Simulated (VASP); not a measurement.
A run of VASP 6.6.1 is set up as follows.

INCAR

```
SYSTEM = HfGe
PREC = Accurate
ENCUT = 520
EDIFF = 1E-6
ISMEAR = -1
SIGMA = 0.05
LREAL = .FALSE.
LASPH = .TRUE.
NELM = 60
ALGO = Normal
ISIF = 2
LWAVE = .FALSE.
LCHARG = .TRUE.
GGA = PE
LELF = .TRUE.
LVHAR = .TRUE.
NBANDS = 19
```

KPOINTS

```
regular mesh
0
G
  8 8 7
  0 0 0
```

The input POSCAR:

```
HfGe
1.0
    3.1980568523      0.0000000000      0.0000000000
    0.0000000000      3.1980568523      0.0000000000
    0.0000000000      0.0000000000      4.0808535289
Hf Ge
1 1
Direct
    0.5000000000      0.5000000000      0.0000000000
    0.0000000000      0.0000000000      0.0000000000
```

Potentials or basis: VASP PAW PBE potentials, release 64 (Hf_pv, Ge_d).

The run is started by

```bash
$ cat potpaw_PBE.64/Hf_pv/POTCAR potpaw_PBE.64/Ge_d/POTCAR > POTCAR
$ mpirun -np 1 vasp_std > vasp.out
```

(1) What does it give for the pressure?

(2) Estimate the band gap on the k mesh.

Answers

(1) 66.3 GPa.

(2) zero (band 12 reaches 7.36 eV, above the bottom of band 13 at 4.08 eV).

Caveat: spin-orbit coupling is left out, which moves the levels of the heavy elements.
